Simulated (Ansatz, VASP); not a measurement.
**SiO2 in VASP and in Ansatz**

```
CELL_PARAMETERS angstrom
0.00000 2.25400 2.25400
2.25400 0.00000 2.25400
2.25400 2.25400 0.00000
ATOMIC_POSITIONS crystal
Si 0.00000 0.00000 0.00000
O 0.25000 0.25000 0.25000
O 0.75000 0.75000 0.75000
```

Alike in both runs: task single point; functional LDA; k mesh 10 × 10 × 10; occupations gaussian, width 0.02 eV; no spin polarisation.

|  | VASP | Ansatz |
| --- | --- | --- |
| version | VASP 6.6.1 | Ansatz 0.2.0 |
| potentials or method | VASP PAW LDA potentials, release 64 (Si, O), cutoff 600 eV | scalar-relativistic, plane waves, PAW |
| valence electrons in the cell | 16 | 16 |

```csv
,VASP,Ansatz,Ansatz less VASP
gap on the k mesh at the Fermi level (eV),1.83,1.85,+0.028
least direct gap on the mesh (eV),1.83,1.85,+0.028
pressure (GPa),0.7,0.0,-0.68
```

LDA's correlation is that of Perdew and Zunger in VASP and of Perdew and Wang (1992) in Ansatz.
